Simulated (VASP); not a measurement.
PdPt:

```xyz
2
Lattice="1.3834 0.7987 4.5604 -1.3834 0.7987 4.5604 0.0000 -1.5974 4.5604" Properties=species:S:1:pos:R:3 pbc="T T T"
Pd    0.0000    0.0000    0.0000
Pt    0.0000    0.0000    6.8406
```

Base run:

- Program: VASP 6.6.1
- Functional: LDA
- Potentials or basis: VASP PAW LDA potentials, release 64 (Pd, Pt)
- Cutoff: 500 eV
- k mesh: 12 × 12 × 12
- Occupations: fermi-dirac, width 0.03 eV
- Spin: collinear spin
- Starting moments: [1.2, 1.2] μB
- Fixed moment: 2.4 μB

Its results: pressure -2.5 GPa; site moments Pd +1.07; Pt +1.24 μB.

Problem. The run is repeated on the same cell with these changes: fixed moment from 2.4 μB to 3.2 μB; moments at the start from [1.2, 1.2] to [1.6, 1.6]. What comes out?

Solution. Pressure 5.9 GPa; site moments Pd +1.41; Pt +1.64 μB.

Caveats: the total moment is fixed, so each spin has its own Fermi level and the state may be an excited one; the cell stands under pressure (at least some runs).
